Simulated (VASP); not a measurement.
# SnO2: single point with PBE

SnO2:

```
Sn O
1.0
    -2.00007    2.00007    5.12368
     2.00007   -2.00007    5.12368
     2.00007    2.00007   -5.12368
Sn O
2 4
Direct
  0.00000 0.00000 0.00000
  0.75000 0.25000 0.50000
  0.54652 0.04652 0.50000
  0.20348 0.20348 0.00000
  0.95348 0.45348 0.50000
  0.79652 0.79652 0.00000
```

```yaml
Program: VASP 6.6.1
Task: single point
Functional: PBE
Potentials_or_basis: VASP PAW PBE potentials, release 64 (Sn_d, O)
Cutoff: 520 eV
k_mesh: 9 × 9 × 9
Occupations: gaussian, width 0.011 eV
Spin: no spin polarisation
Dipole_correction: no
Further_INCAR_settings: ALGO = Normal; EDIFF = 1e-06; NBANDS = 35
```

```json
{"Pressure": "6.5 GPa", "Largest force": "0.066 eV/Å", "Band gap on the k mesh": "1.64 eV, indirect (least direct gap 2.02 eV)"}
```

Forces on the atoms (eV/Å):
```
Sn   0.000  0.000  0.000
Sn   0.000  0.000  0.000
O    0.000  0.000 -0.066
O    0.000  0.000  0.066
O    0.000  0.000  0.066
O    0.000  0.000 -0.066
```

Stress tensor (GPa, compression positive):
```
6.54 0.00 0.00
0.00 6.54 0.00
0.00 0.00 6.29
```

Levels at points of the mesh, in eV from the valence-band top:
```tsv
k point	band 24	band 25	band 26	band 27	band 28	band 29
(0.00, 0.00, 0.00)	-0.66	-0.38	-0.38	1.64	5.56	9.42
```

Wall time 4.5 min on 1 thread of Intel(R) Xeon(R) Platinum 8488C (Sapphire Rapids), on a shared host, peak memory 0.42 GiB.

Caveat: spin-orbit coupling is left out, which moves the levels of the heavy elements. A k mesh can miss the band edges.
